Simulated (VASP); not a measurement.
# Hg (P6_3/mmc) in VASP: a series of runs

Runs on Hg. Level: PBEsol. Tasks: single point, relaxation of cell and atoms.

All numbers are computed with VASP 6.6.1; they aren't measurements. Logs are shortened: lines on timing, memory, paths and dates and some standing lists are left out, and cuts for length are marked.

## 1. The cell of the first run

The structure is hexagonal, space group P6_3/mmc (No. 194). Conventional cell: a = 3.144 Å, b = 3.144 Å, c = 5.046 Å, α = 90.00°, β = 90.00°, γ = 120.00°. Within 4.1 Å of Hg (site symmetry -6m2) lie 12 Hg at 3.11 to 3.14 Å.

## 2. Single point, PBEsol

INCAR

```
SYSTEM = Hg
ALGO = Normal
EDIFF = 1E-7
ENCUT = 520
GGA = PS
ISIF = 2
ISMEAR = 0
LASPH = .True.
LCHARG = .False.
LREAL = .False.
LWAVE = .False.
NBANDS = 19
NELM = 100
PREC = Accurate
SIGMA = 0.1
```

KPOINTS

```
k-points
0
Gamma
  15 15 8
  0 0 0
```

POSCAR

```
Hg
1.0
    3.1437520401      0.0000000000      0.0000000000
   -1.5718760200      2.7225691299      0.0000000000
    0.0000000000      0.0000000000      5.0455756623
Hg
2
Direct
    0.6666666667      0.3333333333      0.7500000000
    0.3333333333      0.6666666667      0.2500000000
```

Potentials or basis: VASP PAW PBE potentials, release 64 (Hg).

Run with:

```
cat potpaw_PBE.64/Hg/POTCAR > POTCAR
mpirun -np 1 vasp_std > vasp.out
```

OUTCAR:

```text
SYSTEM = Hg
   EDIFF = 1E-7
   ENCUT = 520
   GGA = PS
   ISIF = 2
   ISMEAR = 0
   LASPH = .True.
   LREAL = .False.
   NELM = 100
   PREC = Accurate

 ion  position               nearest neighbor table
   1  0.667  0.333  0.750-   2 3.11   2 3.11   2 3.11   2 3.11   2 3.11   2 3.11
   2  0.333  0.667  0.250-   1 3.11   1 3.11   1 3.11   1 3.11   1 3.11   1 3.11

  LATTYP: Found a hexagonal cell.
 ALAT       =     3.1437520401
 C/A-ratio  =     1.6049534435

  Lattice vectors:

 A1 = (   3.1437520401,   0.0000000000,   0.0000000000)
 A2 = (  -1.5718760200,   2.7225691299,   0.0000000000)
 A3 = (   0.0000000000,   0.0000000000,   5.0455756623)

Analysis of symmetry for initial positions (statically):
=====================================================================
 Subroutine PRICEL returns:
 Original cell was already a primitive cell.

 Routine SETGRP: Setting up the symmetry group for a
 hexagonal supercell.

 Subroutine GETGRP returns: Found 24 space group operations
 (whereof 12 operations were pure point group operations)
 out of a pool of 24 trial point group operations.

The static configuration has the point symmetry D_3d.
 The point group associated with its full space group is D_6h.

Analysis of symmetry for dynamics (positions and initial velocities):
=====================================================================
 Subroutine PRICEL returns:
 Original cell was already a primitive cell.

 Routine SETGRP: Setting up the symmetry group for a
 hexagonal supercell.

 Subroutine GETGRP returns: Found 24 space group operations
 (whereof 12 operations were pure point group operations)
 out of a pool of 24 trial point group operations.

The dynamic configuration has the point symmetry D_3d.
 The point group associated with its full space group is D_6h.

 Subroutine INISYM returns: Found 24 space group operations
 (whereof 12 operations are pure point group operations),
 and found     1 'primitive' translations

----------------------------------------------------------------------------------------

                                     Primitive cell

  volume of cell :      43.1855

  direct lattice vectors                    reciprocal lattice vectors
     3.143752040  0.000000000  0.000000000     0.318091245  0.183650066  0.000000000
    -1.571876020  2.722569130  0.000000000     0.000000000  0.367300132  0.000000000
     0.000000000  0.000000000  5.045575662     0.000000000  0.000000000  0.198193441

  length of vectors
     3.143752040  3.143752040  5.045575662     0.367300132  0.367300132  0.198193441

  position of ions in fractional coordinates (direct lattice)
     0.666666667  0.333333333  0.750000000
     0.333333333  0.666666667  0.250000000

  ion indices of the primitive-cell ions
   primitive index   ion index
                 1           1
                 2           2

----------------------------------------------------------------------------------------

 KPOINTS: k-points

Automatic generation of k-mesh.
 Grid dimensions read from file:
 generate k-points for:   15   15    8

 Generating k-lattice:

  Cartesian coordinates                     Fractional coordinates (reciprocal lattice)
     0.021206083  0.012243338  0.000000000     0.066666667  0.000000000  0.000000000
     0.000000000  0.024486675  0.000000000     0.000000000  0.066666667  0.000000000
     0.000000000  0.000000000  0.024774180     0.000000000  0.000000000  0.125000000

  Length of vectors
     0.024486675  0.024486675  0.024774180

  Shift w.r.t. Gamma in fractional coordinates (k-lattice)
     0.000000000  0.000000000  0.000000000

 Subroutine IBZKPT returns following result:
 ===========================================

 Found    135 irreducible k-points:

 Following reciprocal coordinates:
            Coordinates               Weight
  0.000000  0.000000  0.000000      1.000000
  0.066667 -0.000000  0.000000      6.000000
  0.133333 -0.000000  0.000000      6.000000
  0.200000 -0.000000  0.000000      6.000000
  0.266667 -0.000000  0.000000      6.000000
  0.333333 -0.000000  0.000000      6.000000
[... 16 lines left out ...]
  0.333333  0.200000  0.000000     12.000000
  0.400000  0.200000  0.000000      6.000000
 [... further k-points ...]
   k-points           NKPTS =    135   k-points in BZ     NKDIM =    135   number of bands    NBANDS=     19
   number of dos      NEDOS =    301   number of ions     NIONS =      2
   total plane-waves  NPLWV =  23040
   dimension x,y,z NGX =    24 NGY =   24 NGZ =   40
   dimension x,y,z NGXF=    48 NGYF=   48 NGZF=   80
   ions per type =               2
   NGX,Y,Z   is equivalent  to a cutoff of  12.69, 12.69, 13.18 a.u.
   NGXF,Y,Z  is equivalent  to a cutoff of  25.38, 25.38, 26.36 a.u.
 SYSTEM =  Hg
   PREC   = accura    normal or accurate (medium, high low for compatibility)
   ISTART =      0    job   : 0-new  1-cont  2-samecut
   ICHARG =      2    charge: 1-file 2-atom 10-const
   ISPIN  =      1    spin polarized calculation?
   LNONCOLLINEAR =      F non collinear calculations
   LSORBIT =      F    spin-orbit coupling
   LASPH  =      T    aspherical Exc in radial PAW
   ENCUT  =  520.0 eV  38.22 Ry    6.18 a.u.   5.85  5.85  9.38*2*pi/ulx,y,z
   NELM   =    100;   NELMIN=  2; NELMDL= -5     # of ELM steps
   EDIFF  = 0.1E-06   stopping-criterion for ELM
   LREAL  =      F    real-space projection
   EDIFFG = 0.1E-05   stopping-criterion for IOM
   NSW    =      0    number of steps for IOM
   IBRION =     -1    ionic relax: 0-MD 1-quasi-New 2-CG
   NFREE  =      0    steps in history (QN), initial steepest desc. (CG)
   ISIF   =      2    stress and relaxation
   ISYM   =      2    0-nonsym 1-usesym 2-fastsym
   POTIM  = 0.5000    time-step for ionic-motion
   TEBEG  =    0.0;   TEEND  =   0.0 temperature during run
   PSTRESS=    0.0 pullay stress
   NELECT =      24.0000    total number of electrons
   NUPDOWN=      -1.0000    fix difference up-down
   EMIN   =  10.00;   EMAX   =-10.00  energy-range for DOS
   EFERMI =   0.00;   METHOD = LEGACY
   ISMEAR =     0;   SIGMA  =   0.10  broadening in eV -4-tet -1-fermi 0-gaus
   EFERMI_NEDOS =   21; number of points for ismear=-14 and -15
   IALGO  =     38    algorithm
   IMIX   =      4    mixing-type and parameters
     AMIX     =   0.40;   BMIX     =  1.00
     AMIX_MAG =   1.60;   BMIX_MAG =  1.00
  volume/ion in A,a.u.               =      21.59       145.72
  Fermi-wavevector in a.u.,A,eV,Ry     =   1.345961  2.543498 24.648479  1.811612
  Thomas-Fermi vector in A             =   2.473832
   LORBIT       =      0    0 simple, 1 ext, 2 COOP (PROOUT), +10 PAW based schemes
   GGA     = PS    functional components
   LHFCALC =     F    Hartree Fock is set to
   AEXX    =    0.0000 exact exchange contribution
   IVDW    =     0    specifies the selected vdW correction
   LEPSILON=     F    determine dielectric tensor
   LRPA    =     F    only Hartree local field effects (RPA)
 non-spin polarized calculation
 Gauss-broadening in eV      SIGMA  =   0.10
  energy-cutoff  :      520.00
  volume of cell :       43.19
 maximum number of plane-waves:      1182
 NGX is ok and might be reduce to    24
   NGX = 11   NGY = 11   NGZ = 19

 number of electron      24.0000003 magnetization

 Free energy of the ion-electron system (eV)
  ---------------------------------------------------
  ext. energy  EPLUGINS =         0.00000000
  ---------------------------------------------------
  free energy    TOTEN  =        -1.03246058 eV

  energy without entropy =       -1.02870985  energy(sigma->0) =       -1.03058522

 E-fermi :   3.2654     XC(G=0): -11.5470

 val. band max:        3.2652701280   @ k =   0.2667   0.2667   0.2500
 cond. band min:       3.2692497329   @ k =   0.3333   0.3333   0.5000
 fundamental gap:      0.0039796049
 Fermi energy:         3.2653913759

 k-point     1 :       0.0000    0.0000    0.0000
  band No.  band energies     occupation
      1      -6.5665      2.00000
      2      -5.2053      2.00000
      3      -3.9406      2.00000
      4      -3.9079      2.00000
      5      -3.9079      2.00000
      6      -3.7311      2.00000
[... 11 lines left out ...]
     18      18.3953      0.00000
     19      19.0442      0.00000

 k-point     2 :       0.0667   -0.0000    0.0000
  band No.  band energies     occupation
      1      -6.4595      2.00000
      2      -5.1427      2.00000
      3      -4.0210      2.00000
      4      -3.8577      2.00000
      5      -3.8251      2.00000
      6      -3.7463      2.00000
[... 11 lines left out ...]
     18      18.5764      0.00000
     19      19.5340      0.00000

 k-point     3 :       0.1333   -0.0000    0.0000
  band No.  band energies     occupation
      1      -6.1507      2.00000
      2      -4.9808      2.00000
      3      -4.1126      2.00000
      4      -3.8046      2.00000
      5      -3.7131      2.00000
      6      -3.6991      2.00000
[... 11 lines left out ...]
     18      18.6496      0.00000
     19      18.8528      0.00000

 k-point     4 :       0.2000   -0.0000    0.0000
  band No.  band energies     occupation
      1      -5.6914      2.00000
      2      -4.8208      2.00000
      3      -4.1314      2.00000
      4      -3.9237      2.00000
      5      -3.8388      2.00000
      6      -3.7331      2.00000
[... 11 lines left out ...]
     18      16.8819      0.00000
     19      18.4984      0.00000

 k-point     5 :       0.2667   -0.0000    0.0000
  band No.  band energies     occupation
      1      -5.2262      2.00000
      2      -4.8080      2.00000
      3      -4.1990      2.00000
      4      -3.9429      2.00000
      5      -3.8367      2.00000
      6      -3.8063      2.00000
[... 11 lines left out ...]
     18      16.3113      0.00000
     19      17.6635      0.00000
[... 334 lines left out ...]
      2      -4.4844      2.00000
      3      -4.4512      2.00000
      4      -4.1787      2.00000
      5      -4.0014      2.00000
      6      -3.6898      2.00000
[... 11 lines left out ...]
     18      14.3534      0.00000
     19      15.0189      0.00000

 k-point    22 :       0.2667    0.2000    0.0000
  band No.  band energies     occupation
      1      -4.6211      2.00000
      2      -4.6121      2.00000
      3      -4.4987      2.00000
      4      -4.0293      2.00000
      5      -3.9156      2.00000
      6      -3.6047      2.00000
[... 11 lines left out ...]
     18      13.0804      0.00000
     19      14.4873      0.00000

 k-point    23 :       0.3333    0.2000    0.0000
  band No.  band energies     occupation
      1      -4.7165      2.00000
      2      -4.6389      2.00000
      3      -4.5176      2.00000
      4      -4.0249      2.00000
      5      -3.6954      2.00000
      6      -3.6948      2.00000
[... 11 lines left out ...]
     18      12.6164      0.00000
     19      14.2183      0.00000

 k-point    24 :       0.4000    0.2000    0.0000
  band No.  band energies     occupation
      1      -4.7524      2.00000
      2      -4.6551      2.00000
      3      -4.5220      2.00000
      4      -4.0158      2.00000
      5      -3.7339      2.00000
      6      -3.6155      2.00000
[... 11 lines left out ...]
     18      12.4631      0.00000
     19      14.1311      0.00000

 [... further k-points ...]
[... 5 lines left out ...]
  --------------------------------------------------------------------------------------
  -------------------------------------------------------------------------------------
  Total        1.2414988      1.2414988      1.2447388      0.0000000     -0.0000000      0.0000000
  in kB       46.0594747     46.0594747     46.1796775      0.0000000     -0.0000000      0.0000000
  external PRESSURE =      46.0995423 kB  Pullay stress =       0.0000000 kB

 VOLUME and BASIS-vectors are now :
 -----------------------------------------------------------------------------
  energy-cutoff  :      520.00
  volume of cell :       43.19
      direct lattice vectors                 reciprocal lattice vectors
     3.143752040  0.000000000  0.000000000     0.318091245  0.183650066  0.000000000
    -1.571876020  2.722569130  0.000000000     0.000000000  0.367300132  0.000000000
     0.000000000  0.000000000  5.045575662     0.000000000  0.000000000  0.198193441

 POSITION                                       TOTAL-FORCE (eV/Angst)
 -----------------------------------------------------------------------------------
      1.57188      0.90752      3.78418         0.000000      0.000000      0.000000
     -0.00000      1.81505      1.26139        -0.000000     -0.000000      0.000000
 -----------------------------------------------------------------------------------
    total drift:                                0.000000     -0.000000      0.000000

  FREE ENERGIE OF THE ION-ELECTRON SYSTEM (eV)
  ---------------------------------------------------
  free  energy   TOTEN  =        -1.0324605809 eV

  energy  without entropy=       -1.0287098506  energy(sigma->0) =       -1.03058522
```

It took 28 s on 1 thread of Intel Xeon 6975P-C (Granite Rapids), shared host; peak memory 0.21 GiB.

Results:

* Free energy: -1.0325 eV
* Pressure: 4.6 GPa
* Band gap on the k mesh: zero (band 12 reaches 3.64 eV, above the bottom of band 13 at 2.09 eV)

Levels at points of the mesh, in eV from the Fermi level:
| k point | band 8 | band 9 | band 10 | band 11 | band 12 | band 13 | band 14 | band 15 | band 16 | band 17 |
| --- | --- | --- | --- | --- | --- | --- | --- | --- | --- | --- |
| (0.00, 0.00, 0.00) | -6.80 | -6.80 | -5.94 | -5.94 | -1.94 | -1.17 | 13.11 | 13.12 | 13.12 | 14.92 |
| (0.00, 0.00, 0.50) | -6.93 | -6.20 | -6.20 | -6.20 | -6.20 | 7.38 | 7.38 | 13.37 | 13.37 | 14.20 |

Caveat: the PAW data sets were made with another functional, which shifts forces and pressure a little; spin-orbit coupling is left out, which moves the levels of the heavy elements.

[end of part 1 of 2]
